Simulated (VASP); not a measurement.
Wanted: the native input for a VASP 6.6.1 run.

```
Task                    : density of states
Functional              : PBE
Potentials or basis     : VASP PAW PBE potentials, release 64 (Hf_pv, Be, Cl)
Cutoff                  : 520 eV
k mesh                  : 18 × 18 × 6
Occupations             : gaussian, width 0.1 eV
Spin                    : no spin polarisation
Dipole correction       : no
k mesh for the DOS      : 27 × 27 × 9
Occupations for the DOS : tetrahedron
Further INCAR settings  : ALGO = Normal; EDIFF = 1e-06
```

The system is Hf2BeCl.

```
Hf Be Cl
1.0
     3.25492    0.00000    0.00000
    -1.62746    2.81884    0.00000
     0.00000    0.00000    7.68998
Hf Be Cl
2 1 1
Direct
  0.00000 0.00000 0.73593
  0.00000 0.00000 0.26407
  0.33333 0.66667 0.50000
  0.33333 0.66667 0.00000
```

One way to write it, as run:

POSCAR

```
Hf2BeCl
1.0
    3.2549166687      0.0000000000      0.0000000000
   -1.6274583344      2.8188405223      0.0000000000
    0.0000000000      0.0000000000      7.6899843114
Hf Be Cl
2 1 1
Direct
    0.0000000000      0.0000000000      0.7359343904
    0.0000000000      0.0000000000      0.2640656096
    0.3333333333      0.6666666667      0.5000000000
    0.3333333333      0.6666666667      0.0000000000
```

INCAR.step1

```
PREC = Accurate ; ENCUT = 520
EDIFF = 1E-6 ; ISMEAR = 0
SIGMA = 0.1 ; LREAL = False
LASPH = True ; NELM = 100
ALGO = Normal ; ISIF = 2
LWAVE = False ; LCHARG = True
LMAXMIX = 4 ; GGA = PE
NBANDS = 22
```

KPOINTS.step1

```
regular mesh
0
Gamma
  18 18 6
```

INCAR.step2

```
PREC = Accurate ; ENCUT = 520
EDIFF = 1E-6 ; ISMEAR = -5
SIGMA = 0.1 ; LREAL = False
LASPH = True ; NELM = 100
ALGO = Normal ; ISIF = 2
LWAVE = False ; LCHARG = False
LMAXMIX = 4 ; GGA = PE
LORBIT = 11 ; NEDOS = 1001
ICHARG = 11
```

KPOINTS.step2

```
regular mesh
0
Gamma
  27 27 9
```

Potentials or basis: VASP PAW PBE potentials, release 64 (Hf_pv, Be, Cl).

Run with:

```console
$ cat potpaw_PBE.64/Hf_pv/POTCAR potpaw_PBE.64/Be/POTCAR potpaw_PBE.64/Cl/POTCAR > POTCAR
$ cp INCAR.step1 INCAR
$ cp KPOINTS.step1 KPOINTS
$ mpirun -np 1 vasp_std > vasp.out
$ cp INCAR.step2 INCAR
$ cp KPOINTS.step2 KPOINTS
$ mpirun -np 1 vasp_std > vasp.out
```

Results of the run:

```
Valence electrons inside the program's atomic spheres : Hf 8.27; Be 1.05; Cl 5.11
```

Caveat: spin-orbit coupling is left out, which moves the levels of the heavy elements; an odd number of electrons without spin polarisation forces a metal; a magnetic or distorted state may lie lower.

Run time: 4.5 min on 1 thread of AMD EPYC 9R45 96-Core Processor (Zen 5), with other jobs on the host, peak memory 0.54 GiB.
